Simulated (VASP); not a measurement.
# Ga2O3 (R-3c) in VASP: relaxation of cell and atoms with LDA

Aim: the relaxation of cell and atoms of Ga2O3 with LDA.

Program: VASP 6.6.1. These are calculated values, not measurements. Logs are shortened: lines on timing, memory, paths and dates and some standing lists are left out, and cuts for length are marked.

## (1) The cell of the first run

Symmetry: R-3c, No. 167, trigonal system. Conventional cell: a = 4.999 Å, b = 4.999 Å, c = 13.501 Å, α = 90.00°, β = 90.00°, γ = 120.00°. Ga (site symmetry 3) has 6 O at 1.93 to 2.08 Å within 2.6 Å. Within 2.9 Å of O (site symmetry 2) lie 4 Ga at 1.93 to 2.08 Å and 8 O at 2.62 to 2.85 Å.

## (2) Relaxation of cell and atoms, LDA

The input, INCAR:

```
SYSTEM = Ga2O3
PREC = Accurate
ENCUT = 600
EDIFF = 1E-7
ISMEAR = 0
SIGMA = 0.02
LREAL = .False.
LASPH = .True.
NELM = 100
ALGO = Normal
ISIF = 3
LWAVE = .False.
LCHARG = .False.
GGA = CA
IBRION = 2
NSW = 100
EDIFFG = -0.002
```

The input, KPOINTS:

```
regular mesh
0
Gamma
  6 6 6
  0 0 0
```

The input, POSCAR:

```
Ga2O3
1.0
    2.4997250000      1.4432169000      4.5003166700
   -2.4997250000      1.4432169000      4.5003166700
    0.0000000000     -2.8864338000      4.5003166700
Ga O
4 6
Direct
    0.8559600000      0.8559600000      0.8559600000
    0.6440400000      0.6440400000      0.6440400000
    0.1440400000      0.1440400000      0.1440400000
    0.3559600000      0.3559600000      0.3559600000
    0.0526000000      0.4474000000      0.7500000000
    0.7500000000      0.0526000000      0.4474000000
    0.4474000000      0.7500000000      0.0526000000
    0.9474000000      0.5526000000      0.2500000000
    0.2500000000      0.9474000000      0.5526000000
    0.5526000000      0.2500000000      0.9474000000
```

Potentials or basis: VASP PAW LDA potentials, release 64 (Ga_d, O).

Launch:

```
$ cat potpaw_LDA.64/Ga_d/POTCAR potpaw_LDA.64/O/POTCAR > POTCAR
$ mpirun -np 1 vasp_std > vasp.out
```

OUTCAR:

```text
SYSTEM = Ga2O3
   PREC = Accurate
   ENCUT = 600
   EDIFF = 1E-7
   ISMEAR = 0
   LREAL = .False.
   LASPH = .True.
   NELM = 100
   ISIF = 3
   GGA = CA
   IBRION = 2
   NSW = 100
   EDIFFG = -0.002

 ion  position               nearest neighbor table
   1  0.856  0.856  0.856-   9 1.93   8 1.93  10 1.93   7 2.08   6 2.08   5 2.08   2 2.86
   2  0.644  0.644  0.644-  10 1.93   8 1.93   9 1.93   6 2.08   7 2.08   5 2.08   1 2.86
   3  0.144  0.144  0.144-   6 1.93   5 1.93   7 1.93  10 2.08   9 2.08   8 2.08   4 2.86
   4  0.356  0.356  0.356-   7 1.93   5 1.93   6 1.93   9 2.08  10 2.08   8 2.08   3 2.86
   5  0.053  0.447  0.750-   3 1.93   4 1.93   1 2.08   2 2.08
   6  0.750  0.053  0.447-   3 1.93   4 1.93   2 2.08   1 2.08
   7  0.447  0.750  0.053-   4 1.93   3 1.93   1 2.08   2 2.08
   8  0.947  0.553  0.250-   1 1.93   2 1.93   3 2.08   4 2.08
   9  0.250  0.947  0.553-   1 1.93   2 1.93   4 2.08   3 2.08
  10  0.553  0.250  0.947-   2 1.93   1 1.93   3 2.08   4 2.08

  LATTYP: Found a trigonal (rhomboedric) cell.
 ALAT       =     5.3464334118
 COS(alpha) =     0.5627939752

  Lattice vectors:

 A1 = (   2.4997250000,   1.4432169000,   4.5003166700)
 A2 = (  -2.4997250000,   1.4432169000,   4.5003166700)
 A3 = (   0.0000000000,  -2.8864338000,   4.5003166700)

Analysis of symmetry for initial positions (statically):
=====================================================================
 Subroutine PRICEL returns:
 Original cell was already a primitive cell.

 Routine SETGRP: Setting up the symmetry group for a
 trigonal (rhombohedral) supercell.

 Subroutine GETGRP returns: Found 12 space group operations
 (whereof  6 operations were pure point group operations)
 out of a pool of 12 trial point group operations.

The static configuration has the point symmetry S_6 .
 The point group associated with its full space group is D_3d.

Analysis of symmetry for dynamics (positions and initial velocities):
=====================================================================
 Subroutine PRICEL returns:
 Original cell was already a primitive cell.

 Routine SETGRP: Setting up the symmetry group for a
 trigonal (rhombohedral) supercell.

 Subroutine GETGRP returns: Found 12 space group operations
 (whereof  6 operations were pure point group operations)
 out of a pool of 12 trial point group operations.

The dynamic configuration has the point symmetry S_6 .
 The point group associated with its full space group is D_3d.

 Subroutine INISYM returns: Found 12 space group operations
 (whereof  6 operations are pure point group operations),
[... 136 lines left out ...]
   LORBIT       =      0    0 simple, 1 ext, 2 COOP (PROOUT), +10 PAW based schemes
   GGA     = CA    functional components
   LHFCALC =     F    Hartree Fock is set to
   AEXX    =    0.0000 exact exchange contribution
   IVDW    =     0    specifies the selected vdW correction
   LEPSILON=     F    determine dielectric tensor
   LRPA    =     F    only Hartree local field effects (RPA)
 conjugate gradient relaxation of ions
 non-spin polarized calculation
 Gauss-broadening in eV      SIGMA  =   0.02
  energy-cutoff  :      600.00
  volume of cell :       97.41
 maximum number of plane-waves:      3270
 NGX is ok and might be reduce to    48
   NGX = 21   NGY = 21   NGZ = 21

--------------------------------------- Ionic step        1  -------------------------------------------

 number of electron      87.9999994 magnetization

 Free energy of the ion-electron system (eV)
  ---------------------------------------------------
  ext. energy  EPLUGINS =         0.00000000
  ---------------------------------------------------
  free energy    TOTEN  =       -68.24293172 eV

  energy without entropy =      -68.24293172  energy(sigma->0) =      -68.24293172

------------------------ aborting loop because EDIFF is reached ----------------------------------------

  FORCE on cell =-STRESS in cart. coord.  units (eV):
  Direction    XX          YY          ZZ          XY          YZ          ZX
  --------------------------------------------------------------------------------------
  -------------------------------------------------------------------------------------
  Total       -3.5610047     -3.5610047     -4.0978473     -0.0000000      0.0000000      0.0000000
  in kB      -58.5686169    -58.5686168    -67.3981838     -0.0000000      0.0000000      0.0000000
  external PRESSURE =     -61.5118058 kB  Pullay stress =       0.0000000 kB
[... 113 lines left out ...]
  FREE ENERGIE OF THE ION-ELECTRON SYSTEM (eV)
  ---------------------------------------------------
  free  energy   TOTEN  =       -68.2963483406 eV

  energy  without entropy=      -68.2963483406  energy(sigma->0) =      -68.29634834

[... ionic steps 4 to 9 ...]

--------------------------------------- Ionic step       10  -------------------------------------------

 number of electron      88.0000002 magnetization

------------------------ aborting loop because EDIFF is reached ----------------------------------------
[... 83 lines left out ...]
--------------------------------------- Ionic step       12  -------------------------------------------

 number of electron      88.0000002 magnetization

 Free energy of the ion-electron system (eV)
  ---------------------------------------------------
  ext. energy  EPLUGINS =         0.00000000
  ---------------------------------------------------
  free energy    TOTEN  =       -68.29742522 eV

  energy without entropy =      -68.29742522  energy(sigma->0) =      -68.29742522

 E-fermi :   4.5941     XC(G=0): -12.8592

 val. band max:        4.4730992664   @ k =  -0.1667   0.1667   0.0000
 cond. band min:       7.4580261703   @ k =   0.0000   0.0000   0.0000
 fundamental gap:      2.9849269039
 Fermi energy:         4.5941175335

 k-point     1 :       0.0000    0.0000    0.0000
  band No.  band energies     occupation
      1     -14.4918      2.00000
      2     -12.3383      2.00000
      3     -12.3383      2.00000
      4     -12.2824      2.00000
      5     -12.2661      2.00000
      6     -12.2661      2.00000
[... 1309 lines left out ...]
     51      14.3638      0.00000
     52      15.2292      0.00000

 [... further k-points ...]

------------------------ aborting loop because EDIFF is reached ----------------------------------------

  FORCE on cell =-STRESS in cart. coord.  units (eV):
  Direction    XX          YY          ZZ          XY          YZ          ZX
  --------------------------------------------------------------------------------------
  -------------------------------------------------------------------------------------
  Total       -0.0049726     -0.0049726     -0.0114847      0.0000000     -0.0000000      0.0000000
  in kB       -0.0840972     -0.0840972     -0.1942325      0.0000000     -0.0000000      0.0000000
  external PRESSURE =      -0.1208090 kB  Pullay stress =       0.0000000 kB
[... 25 lines left out ...]
  FREE ENERGIE OF THE ION-ELECTRON SYSTEM (eV)
  ---------------------------------------------------
  free  energy   TOTEN  =       -68.2974252205 eV

  energy  without entropy=      -68.2974252205  energy(sigma->0) =      -68.29742522

 reached required accuracy - stopping structural energy minimisation
```

CONTCAR:

```text
Ga2O3
   1.00000000000000
     2.4810091121977758    1.4324112771764441    4.4428528532321847
    -2.4810091121977758    1.4324112771764441    4.4428528532321847
    -0.0000000000000000   -2.8648225543528882    4.4428528532321847
  Ga              O
     4     6
Direct
     0.8557161989258064    0.8557161989258064    0.8557161989258064
     0.6442838010741936    0.6442838010741936    0.6442838010741936
     0.1442838010741936    0.1442838010741936    0.1442838010741936
     0.3557161989258064    0.3557161989258064    0.3557161989258064
     0.0525351009968368    0.4474648990031633    0.7500000000000000
     0.7499999999999978    0.0525351009968347    0.4474648990031675
     0.4474648990031654    0.7500000000000022    0.0525351009968325
     0.9474648990031632    0.5525351009968368    0.2500000000000000
     0.2500000000000022    0.9474648990031654    0.5525351009968325
     0.5525351009968346    0.2499999999999979    0.9474648990031675

  0.00000000E+00  0.00000000E+00  0.00000000E+00
  0.00000000E+00  0.00000000E+00  0.00000000E+00
  0.00000000E+00  0.00000000E+00  0.00000000E+00
  0.00000000E+00  0.00000000E+00  0.00000000E+00
  0.00000000E+00  0.00000000E+00  0.00000000E+00
  0.00000000E+00  0.00000000E+00  0.00000000E+00
  0.00000000E+00  0.00000000E+00  0.00000000E+00
  0.00000000E+00  0.00000000E+00  0.00000000E+00
  0.00000000E+00  0.00000000E+00  0.00000000E+00
  0.00000000E+00  0.00000000E+00  0.00000000E+00
```

Run time: 43 min. Hardware: 1 thread of Intel Xeon 8259CL, shared host; peak memory 0.36 GiB.

Results:

```
Free energy                           : -68.2974 eV
Relaxed volume                        : 9.47 Å³/atom
Relaxed cell                          : a = 5.286 Å, b = 5.286 Å, c = 5.286 Å, α = 55.98°, β = 55.98°, γ = 55.98°
Space group after relaxing (to 0.1 Å) : R-3c (No. 167)
Energy gained by relaxing             : 5.4 meV/atom
Ionic steps                           : 12
Pressure after relaxing               : 0.0 GPa
Band gap on the k mesh                : 2.98 eV (least direct gap 3.26 eV)
```

Step by step:
```csv
step,energy change (eV),largest force (eV/Å),pressure (GPa),volume (Å³)
1,0.0000,0.0791,-6.15,97.41
2,-0.0015,0.0219,6.84,92.23
3,-0.0534,0.0417,0.05,94.75
4,-0.0544,0.0076,-0.03,94.75
5,-0.0545,0.0106,-0.04,94.75
6,-0.0545,0.0048,0.04,94.72
7,-0.0545,0.0042,0.05,94.71
8,-0.0545,0.0034,-0.05,94.74
9,-0.0545,0.0024,-0.01,94.73
10,-0.0545,0.0027,0.01,94.73
11,-0.0545,0.0023,0.00,94.73
12,-0.0545,0.0015,-0.01,94.73
```

Final structure:
```xyz
10
Lattice="2.4810 1.4324 4.4429 -2.4810 1.4324 4.4429 0.0000 -2.8648 4.4429" Properties=species:S:1:pos:R:3 pbc="T T T"
Ga    0.0000    0.0000   11.4055
Ga    0.0000    0.0000    8.5874
Ga    0.0000    0.0000    1.9231
Ga    0.0000    0.0000    4.7412
O    -0.9798   -1.4324    5.5536
O     1.7304   -0.1323    5.5536
O    -0.7506    1.5648    5.5536
O     0.9798    1.4324    7.7750
O    -1.7304    0.1323    7.7750
O     0.7506   -1.5648    7.7750
```
